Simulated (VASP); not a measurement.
# Li (R-3m) in VASP: further runs

The runs below take Li through single point, with RPBE.

Program: VASP 6.6.1. These are calculated values, not measurements. Logs are shortened: lines on timing, memory, paths and dates and some standing lists are left out, and cuts for length are marked.

### 1 The cell of the first run

The structure is trigonal, space group R-3m (No. 166). The conventional cell has a = 3.105 Å, b = 3.105 Å, c = 22.705 Å, α = 90.00°, β = 90.00°, γ = 120.00°. Within 4.1 Å of Li (site symmetry -3m) lie 12 Li at 3.09 to 3.10 Å. Li (site symmetry 3m) has 12 Li at 3.09 to 3.10 Å within 4.1 Å.

### 2 Single point, RPBE

File INCAR:

```
PREC = Accurate
ENCUT = 520
EDIFF = 1E-7
ISMEAR = -1
SIGMA = 0.1
LREAL = False
LASPH = True
NELM = 60
ALGO = Normal
ISIF = 2
LWAVE = False
LCHARG = True
GGA = RP
LELF = True
LVHAR = True
NBANDS = 12
```

File KPOINTS:

```
regular mesh
0
Gamma
  12 12 12
```

File POSCAR:

```
Li
1.0
    1.5522956015      0.8962182834      7.5681729408
   -1.5522956015      0.8962182834      7.5681729408
    0.0000000000     -1.7924365668      7.5681729408
Li
3
Direct
    0.0000000000      0.0000000000      1.0000000000
    0.2222671044      0.2222671044      0.2222671044
    0.7777328956      0.7777328956      0.7777328956
```

Potentials or basis: VASP PAW PBE potentials, release 64 (Li_sv).

Launch:

```console
cat potpaw_PBE.64/Li_sv/POTCAR > POTCAR
mpirun -np 1 vasp_std > vasp.out
```

OUTCAR:

```text
PREC = Accurate
   ENCUT = 520
   EDIFF = 1E-7
   ISMEAR = -1
   LREAL = False
   LASPH = True
   NELM = 60
   ISIF = 2
   GGA = RP

 ion  position               nearest neighbor table
   1  0.000  0.000  0.000-
   2  0.222  0.222  0.222-
   3  0.778  0.778  0.778-

  LATTYP: Found a trigonal (rhomboedric) cell.
 ALAT       =     7.7775362749
 COS(alpha) =     0.9203300107

  Lattice vectors:

 A1 = (   1.5522956015,   0.8962182834,   7.5681729408)
 A2 = (  -1.5522956015,   0.8962182834,   7.5681729408)
 A3 = (   0.0000000000,  -1.7924365668,   7.5681729408)

Analysis of symmetry for initial positions (statically):
=====================================================================
 Subroutine PRICEL returns:
 Original cell was already a primitive cell.

 Routine SETGRP: Setting up the symmetry group for a
 trigonal (rhombohedral) supercell.

 Subroutine GETGRP returns: Found 12 space group operations
 (whereof 12 operations were pure point group operations)
 out of a pool of 12 trial point group operations.

The static configuration has the point symmetry D_3d.

Analysis of symmetry for dynamics (positions and initial velocities):
=====================================================================
 Subroutine PRICEL returns:
 Original cell was already a primitive cell.

 Routine SETGRP: Setting up the symmetry group for a
 trigonal (rhombohedral) supercell.

 Subroutine GETGRP returns: Found 12 space group operations
 (whereof 12 operations were pure point group operations)
 out of a pool of 12 trial point group operations.

The dynamic configuration has the point symmetry D_3d.

 Subroutine INISYM returns: Found 12 space group operations
 (whereof 12 operations are pure point group operations),
 and found     1 'primitive' translations

----------------------------------------------------------------------------------------

                                     Primitive cell

  volume of cell :      63.1729

  direct lattice vectors                    reciprocal lattice vectors
     1.552295602  0.896218283  7.568172941     0.322103599  0.185966600  0.044044096
    -1.552295602  0.896218283  7.568172941    -0.322103599  0.185966600  0.044044096
     0.000000000 -1.792436567  7.568172941     0.000000000 -0.371933199  0.044044096

  length of vectors
     7.777536275  7.777536275  7.777536275     0.374531957  0.374531957  0.374531957

  position of ions in fractional coordinates (direct lattice)
     0.000000000  0.000000000  0.000000000
     0.222267104  0.222267104  0.222267104
     0.777732896  0.777732896  0.777732896

  ion indices of the primitive-cell ions
   primitive index   ion index
                 1           1
                 2           2
                 3           3

----------------------------------------------------------------------------------------

 KPOINTS: regular mesh

Automatic generation of k-mesh.
 Grid dimensions read from file:
 generate k-points for:   12   12   12

 Generating k-lattice:

  Cartesian coordinates                     Fractional coordinates (reciprocal lattice)
     0.026841967  0.015497217  0.003670341     0.083333333 -0.000000000  0.000000000
    -0.026841967  0.015497217  0.003670341    -0.000000000  0.083333333  0.000000000
     0.000000000 -0.030994433  0.003670341     0.000000000  0.000000000  0.083333333

  Length of vectors
     0.031210996  0.031210996  0.031210996

  Shift w.r.t. Gamma in fractional coordinates (k-lattice)
     0.000000000  0.000000000  0.000000000

 Subroutine IBZKPT returns following result:
 ===========================================

 Found    189 irreducible k-points:

 Following reciprocal coordinates:
            Coordinates               Weight
  0.000000  0.000000  0.000000      1.000000
  0.083333  0.000000  0.000000      6.000000
  0.166667  0.000000  0.000000      6.000000
  0.250000  0.000000  0.000000      6.000000
  0.333333  0.000000  0.000000      6.000000
  0.416667  0.000000  0.000000      6.000000
[... 16 lines left out ...]
  0.500000  0.166667  0.000000     12.000000
 -0.416667  0.166667 -0.000000     12.000000
 [... further k-points ...]
   k-points           NKPTS =    189   k-points in BZ     NKDIM =    189   number of bands    NBANDS=     12
   number of dos      NEDOS =    301   number of ions     NIONS =      3
   total plane-waves  NPLWV = 216000
   dimension x,y,z NGX =    60 NGY =   60 NGZ =   60
   dimension x,y,z NGXF=   120 NGYF=  120 NGZF=  120
   ions per type =               3
   NGX,Y,Z   is equivalent  to a cutoff of  12.83, 12.83, 12.83 a.u.
   NGXF,Y,Z  is equivalent  to a cutoff of  25.65, 25.65, 25.65 a.u.
 SYSTEM =  unknown system
   PREC   = accura    normal or accurate (medium, high low for compatibility)
   ISTART =      0    job   : 0-new  1-cont  2-samecut
   ICHARG =      2    charge: 1-file 2-atom 10-const
   ISPIN  =      1    spin polarized calculation?
   LNONCOLLINEAR =      F non collinear calculations
   LSORBIT =      F    spin-orbit coupling
   LASPH  =      T    aspherical Exc in radial PAW
   ENCUT  =  520.0 eV  38.22 Ry    6.18 a.u.  14.46 14.46 14.46*2*pi/ulx,y,z
   NELM   =     60;   NELMIN=  2; NELMDL= -5     # of ELM steps
   EDIFF  = 0.1E-06   stopping-criterion for ELM
   LREAL  =      F    real-space projection
   EDIFFG = 0.1E-05   stopping-criterion for IOM
   NSW    =      0    number of steps for IOM
   IBRION =     -1    ionic relax: 0-MD 1-quasi-New 2-CG
   NFREE  =      0    steps in history (QN), initial steepest desc. (CG)
   ISIF   =      2    stress and relaxation
   ISYM   =      2    0-nonsym 1-usesym 2-fastsym
   POTIM  = 0.5000    time-step for ionic-motion
   TEBEG  =    0.0;   TEEND  =   0.0 temperature during run
   PSTRESS=    0.0 pullay stress
   NELECT =       9.0000    total number of electrons
   NUPDOWN=      -1.0000    fix difference up-down
   EMIN   =  10.00;   EMAX   =-10.00  energy-range for DOS
   EFERMI =   0.00;   METHOD = LEGACY
   ISMEAR =    -1;   SIGMA  =   0.10  broadening in eV -4-tet -1-fermi 0-gaus
   EFERMI_NEDOS =   21; number of points for ismear=-14 and -15
   IALGO  =     38    algorithm
   IMIX   =      4    mixing-type and parameters
     AMIX     =   0.40;   BMIX     =  1.00
     AMIX_MAG =   1.60;   BMIX_MAG =  1.00
  volume/ion in A,a.u.               =      21.06       142.10
  Fermi-wavevector in a.u.,A,eV,Ry     =   0.855025  1.615763  9.946781  0.731068
  Thomas-Fermi vector in A             =   1.971711
   LORBIT       =      0    0 simple, 1 ext, 2 COOP (PROOUT), +10 PAW based schemes
   GGA     = RP    functional components
   LHFCALC =     F    Hartree Fock is set to
   AEXX    =    0.0000 exact exchange contribution
   IVDW    =     0    specifies the selected vdW correction
   LEPSILON=     F    determine dielectric tensor
   LRPA    =     F    only Hartree local field effects (RPA)
 non-spin polarized calculation
  energy-cutoff  :      520.00
  volume of cell :       63.17
 maximum number of plane-waves:      1718
 NGX is ok and might be reduce to    60
   NGX = 29   NGY = 29   NGZ = 29

 number of electron       9.0000012 magnetization

 Free energy of the ion-electron system (eV)
  ---------------------------------------------------
  ext. energy  EPLUGINS =         0.00000000
  ---------------------------------------------------
  free energy    TOTEN  =        -5.46564575 eV

  energy without entropy =       -5.41977056  energy(sigma->0) =       -5.44270816

 E-fermi :   0.5631     XC(G=0):  -6.9183

 val. band max:        0.5603156603   @ k =  -0.3333   0.1667   0.1667
 cond. band min:       0.5839544213   @ k =  -0.1667   0.1667   0.0833
 fundamental gap:      0.0236387610
 Fermi energy:         0.5630754559

 k-point     1 :       0.0000    0.0000    0.0000
  band No.  band energies     occupation
      1     -46.2059      2.00000
      2     -46.1947      2.00000
      3     -46.1946      2.00000
      4      -2.9390      2.00000
      5      -0.9880      2.00000
      6      -0.9870      2.00000
      7       6.1849      0.00000
      8       6.1916      0.00000
      9      13.1751      0.00000
     10      13.1751      0.00000
     11      13.3124      0.00000
     12      13.3124      0.00000

 k-point     2 :       0.0833    0.0000    0.0000
  band No.  band energies     occupation
      1     -46.2051      2.00000
      2     -46.1945      2.00000
      3     -46.1937      2.00000
      4      -2.8287      2.00000
      5      -0.9756      2.00000
      6      -0.7654      2.00000
      7       6.0198      0.00000
      8       6.4896      0.00000
      9      11.8719      0.00000
     10      12.3641      0.00000
     11      12.6518      0.00000
     12      12.8421      0.00000

 k-point     3 :       0.1667    0.0000    0.0000
  band No.  band energies     occupation
      1     -46.2026      2.00000
      2     -46.1933      2.00000
      3     -46.1920      2.00000
      4      -2.4974      2.00000
      5      -0.7358      2.00000
      6      -0.3080      1.99967
      7       5.9410      0.00000
      8       6.9066      0.00000
      9       9.8053      0.00000
     10      10.7717      0.00000
     11      11.3322      0.00000
     12      11.8135      0.00000
[... 286 lines left out ...]
 k-point    23 :       0.5000    0.1667    0.0000
  band No.  band energies     occupation
      1     -46.1910      2.00000
      2     -46.1883      2.00000
      3     -46.1868      2.00000
      4       0.1758      1.95924
      5       1.2283      0.00258
      6       2.4549      0.00000
      7       4.0397      0.00000
      8       5.0627      0.00000
      9       5.7207      0.00000
     10       6.5417      0.00000
     11       7.5971      0.00000
     12       9.0131      0.00000

 k-point    24 :      -0.4167    0.1667   -0.0000
  band No.  band energies     occupation
      1     -46.1899      2.00000
      2     -46.1875      2.00000
      3     -46.1870      2.00000
      4       0.9408      0.04475
      5       1.7176      0.00002
      6       2.0227      0.00000
      7       4.1385      0.00000
      8       4.3835      0.00000
      9       4.9925      0.00000
     10       6.8334      0.00000
     11       7.3628      0.00000
     12       9.0568      0.00000

 [... further k-points ...]

------------------------ aborting loop because EDIFF is reached ----------------------------------------

  FORCE on cell =-STRESS in cart. coord.  units (eV):
  Direction    XX          YY          ZZ          XY          YZ          ZX
  --------------------------------------------------------------------------------------
  -------------------------------------------------------------------------------------
  Total       -0.0223488     -0.0223488     -0.0348514      0.0000000      0.0000000     -0.0000000
  in kB       -0.5668070     -0.5668070     -0.8838952      0.0000000      0.0000000     -0.0000000
  external PRESSURE =      -0.6725031 kB  Pullay stress =       0.0000000 kB

 VOLUME and BASIS-vectors are now :
 -----------------------------------------------------------------------------
  energy-cutoff  :      520.00
  volume of cell :       63.17
      direct lattice vectors                 reciprocal lattice vectors
     1.552295602  0.896218283  7.568172941     0.322103599  0.185966600  0.044044096
    -1.552295602  0.896218283  7.568172941    -0.322103599  0.185966600  0.044044096
     0.000000000 -1.792436567  7.568172941     0.000000000 -0.371933199  0.044044096

 POSITION                                       TOTAL-FORCE (eV/Angst)
 -----------------------------------------------------------------------------------
      0.00000      0.00000      0.00000         0.000000      0.000000      0.000000
      0.00000      0.00000      5.04647         0.000000     -0.000000     -0.001698
      0.00000      0.00000     17.65805         0.000000      0.000000      0.001698
 -----------------------------------------------------------------------------------
    total drift:                               -0.000000     -0.000000      0.000000

  FREE ENERGIE OF THE ION-ELECTRON SYSTEM (eV)
  ---------------------------------------------------
  free  energy   TOTEN  =        -5.4656457502 eV

  energy  without entropy=       -5.4197705612  energy(sigma->0) =       -5.44270816
```

Run time: 9.3 min. Hardware: 1 thread of Oxide Virtual Turin-like, shared host; peak memory 0.46 GiB.

What came out:

```yaml
Free_energy: -5.4656 eV
Band_gap_on_the_k_mesh: zero (an odd number of electrons rules out a gap without spin polarisation)
```

Caveat: the cutoff is under 1.25 times the usual one of these potentials, so pressure, stress and relaxed cells hold a basis-set (Pulay) error; the PAW data sets were made with another functional, which shifts forces and pressure a little.

### 3 Single point, RPBE (18.53 Å³/atom)

This run uses another cell than the first one, of 18.53 Å³/atom.

File INCAR:

```
SYSTEM = Li
  PREC = Accurate
  ENCUT = 520
  EDIFF = 1E-7
  ISMEAR = -1
  SIGMA = 0.1
  LREAL = .False.
  LASPH = .True.
  NELM = 80
  ALGO = Normal
  ISIF = 2
  LWAVE = .False.
  LCHARG = .False.
  GGA = RP
  NBANDS = 12
```

File KPOINTS:

```
Automatic mesh
0
Gamma
  13 13 13
  0 0 0
```

File POSCAR:

```
Li
1.0
    1.4875399938      0.8588316158      7.2524588220
   -1.4875399938      0.8588316158      7.2524588220
    0.0000000000     -1.7176632317      7.2524588220
Li
3
Direct
    0.0000000000      0.0000000000      1.0000000000
    0.2222671044      0.2222671044      0.2222671044
    0.7777328956      0.7777328956      0.7777328956
```

Potentials or basis: VASP PAW PBE potentials, release 64 (Li_sv).

Launch:

```console
cat potpaw_PBE.64/Li_sv/POTCAR > POTCAR
mpirun -np 1 vasp_std > vasp.out
```

Run time: 9 min. Hardware: 1 thread of Oxide Virtual Turin-like, shared host; peak memory 0.4 GiB.

It converged, with:

| Item | Value |
| --- | --- |
| Free energy | -5.4146 eV |
| Band gap on the k mesh | zero (an odd number of electrons rules out a gap without spin polarisation) |

Levels at points of the mesh, in eV from the Fermi level:
```csv
k point,band 2,band 3,band 4,band 5,band 6,band 7,band 8,band 9
"(0.00, 0.00, 0.00)",-46.56,-46.56,-3.69,-1.65,-1.65,6.17,6.18,13.78
```

Caveat: the cutoff is under 1.25 times the usual one of these potentials, so pressure, stress and relaxed cells hold a basis-set (Pulay) error; the PAW data sets were made with another functional, which shifts forces and pressure a little.

### 4 Single point, RPBE (19.37 Å³/atom)

This run uses another cell than the first one, of 19.37 Å³/atom.

File INCAR:

```
PREC = Accurate ; ENCUT = 520
EDIFF = 1E-6 ; ISMEAR = -1
SIGMA = 0.1 ; LREAL = False
LASPH = True ; NELM = 60
ALGO = Normal ; ISIF = 2
LWAVE = False ; LCHARG = True
GGA = RP ; LELF = True
LVHAR = True ; NBANDS = 12
```

File KPOINTS:

```
regular mesh
0
Gamma
  13 13 13
```

File POSCAR:

```
Li
1.0
    1.5097453570      0.8716518883      7.3607204371
   -1.5097453570      0.8716518883      7.3607204371
    0.0000000000     -1.7433037765      7.3607204371
Li
3
Direct
    0.0000000000      0.0000000000      1.0000000000
    0.2222671044      0.2222671044      0.2222671044
    0.7777328956      0.7777328956      0.7777328956
```

Launch:

```console
cat potpaw_PBE.64/Li_sv/POTCAR > POTCAR
mpirun -np 1 vasp_std > vasp.out
```

It took 9.6 min on 1 thread of Oxide Virtual Turin-like, shared host; peak memory 0.43 GiB.

Results (log left out):

| Item | Value |
| --- | --- |
| Free energy | -5.4412 eV |
| Band gap on the k mesh | zero (an odd number of electrons rules out a gap without spin polarisation) |

Levels at points of the mesh, in eV from the Fermi level:
| k point | band 2 | band 3 | band 4 | band 5 | band 6 | band 7 | band 8 | band 9 |
| --- | --- | --- | --- | --- | --- | --- | --- | --- |
| (0.00, 0.00, 0.00) | -46.63 | -46.63 | -3.63 | -1.62 | -1.62 | 5.97 | 5.97 | 13.36 |

Caveat: the cutoff is under 1.25 times the usual one of these potentials, so pressure, stress and relaxed cells hold a basis-set (Pulay) error; the PAW data sets were made with another functional, which shifts forces and pressure a little.

### 5 Single point, RPBE (20.22 Å³/atom)

This run uses another cell than the first one, of 20.22 Å³/atom.

File INCAR:

```
SYSTEM = Li
ALGO     = Normal         ! electronic algorithm
EDIFF    = 1E-6           ! SCF threshold, eV
ENCUT    = 520            ! plane-wave cutoff, eV
GGA      = RP             ! functional
ISIF     = 2              ! what is computed and relaxed
ISMEAR   = -1             ! smearing method
LASPH    = .True.         ! aspherical terms in the spheres
LCHARG   = .False.        ! write CHGCAR
LREAL    = .False.        ! projectors in reciprocal space
LWAVE    = .False.        ! write WAVECAR
NBANDS   = 12             ! bands
NELM     = 80             ! most SCF steps
PREC     = Accurate       ! precision mode
SIGMA    = 0.1            ! smearing width, eV
```

File KPOINTS:

```
k-points
0
Gamma
  13 13 13
  0 0 0
```

File POSCAR:

```
Li
1.0
    1.5313160621      0.8841057407      7.4658877949
   -1.5313160621      0.8841057407      7.4658877949
    0.0000000000     -1.7682114814      7.4658877949
Li
3
Direct
    0.0000000000      0.0000000000      1.0000000000
    0.2222671044      0.2222671044      0.2222671044
    0.7777328956      0.7777328956      0.7777328956
```

Launch:

```console
cat potpaw_PBE.64/Li_sv/POTCAR > POTCAR
mpirun -np 1 vasp_std > vasp.out
```

Run time: 11 min. Hardware: 1 thread of Oxide Virtual Turin-like, shared host; peak memory 0.48 GiB.

The run converged. Its results:

```yaml
Free_energy: -5.4560 eV
Band_gap_on_the_k_mesh: zero (an odd number of electrons rules out a gap without spin polarisation)
```

Levels at points of the mesh, in eV from the Fermi level:
```
           k point  band 1  band 2  band 3  band 4  band 5  band 6  band 7  band 8  band 9  band 10
(0.00, 0.00, 0.00)  -46.72  -46.71  -46.71   -3.58   -1.60   -1.60    5.78    5.78   12.96    12.96
```

Caveat: the cutoff is under 1.25 times the usual one of these potentials, so pressure, stress and relaxed cells hold a basis-set (Pulay) error; the PAW data sets were made with another functional, which shifts forces and pressure a little.

[end of part 1 of 2]

The gap in the log of VASP goes by the Fermi energy; the results here count the filled bands.